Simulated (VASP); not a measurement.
Write the native input for VASP 6.6.1 that does the following.

* Task: single point
* Functional: PBEsol
* Potentials or basis: VASP PAW PBE potentials, release 64 (In_d, Se)
* Cutoff: 500 eV
* k mesh: 10 × 10 × 2
* Occupations: gaussian, width 0.03 eV
* Spin: no spin polarisation
* Dipole correction: no
* Further INCAR settings: ALGO = Normal; EDIFF = 1e-06; NBANDS = 69

The structure of InSe lies in POSCAR:

```
InSe
1.0
   -1.9999996503     -3.4641010095      0.0000000000
    1.9999996503     -3.4641010095      0.0000000000
    0.0000000000      0.0000000000     25.9500100000
In Se
6 6
Direct
    0.0000000000      0.0000000000      0.7472981811
    0.3333333333      0.3333333333      0.1063219348
    0.6666666667      0.6666666667      0.4268100580
    1.0000000000      1.0000000000      0.8551744833
    0.3333333333      0.3333333333      0.2141982371
    0.6666666667      0.6666666667      0.5346863602
    1.0000000000      1.0000000000      0.3776151311
    0.3333333333      0.3333333333      0.6981032542
    0.6666666667      0.6666666667      0.0571270079
    1.0000000000      1.0000000000      0.5838492383
    0.3333333333      0.3333333333      0.9043373614
    0.6666666667      0.6666666667      0.2633611152
```

This cell differs from its parent crystal: the distance across one plane changed.

The input as run:

INCAR

```
  PREC = Accurate
  ENCUT = 500
  EDIFF = 1E-6
  ISMEAR = 0
  SIGMA = 0.03
  LREAL = False
  LASPH = True
  NELM = 120
  ALGO = Normal
  ISIF = 2
  LWAVE = False
  LCHARG = True
  GGA = PS
  LELF = True
  LVHAR = True
  NBANDS = 69
  GGA_COMPAT = False
```

KPOINTS

```
regular mesh
0
Gamma
  10 10 2
```

Potentials or basis: VASP PAW PBE potentials, release 64 (In_d, Se).

Launch:

```console
$ cat potpaw_PBE.64/In_d/POTCAR potpaw_PBE.64/Se/POTCAR > POTCAR
$ mpirun -np 1 vasp_std > vasp.out
```

It gave:

| Quantity | Value |
| --- | --- |
| Pressure | 0.2 GPa |
| Largest force | 0.184 eV/Å |
| Band gap on the k mesh | 0.53 eV |

Caveat: the cell differs from its parent crystal (the distance across one plane changed); the PAW data sets were made with another functional, which shifts forces and pressure a little; spin-orbit coupling is left out, which moves the levels of the heavy elements; this functional lacks dispersion, which binds layers or chains, so the pressure and a relaxed spacing across them are unreliable.

Wall time 24 min on 1 thread of Oxide Virtual Turin-like Processor (shared host), peak memory 0.7 GiB.
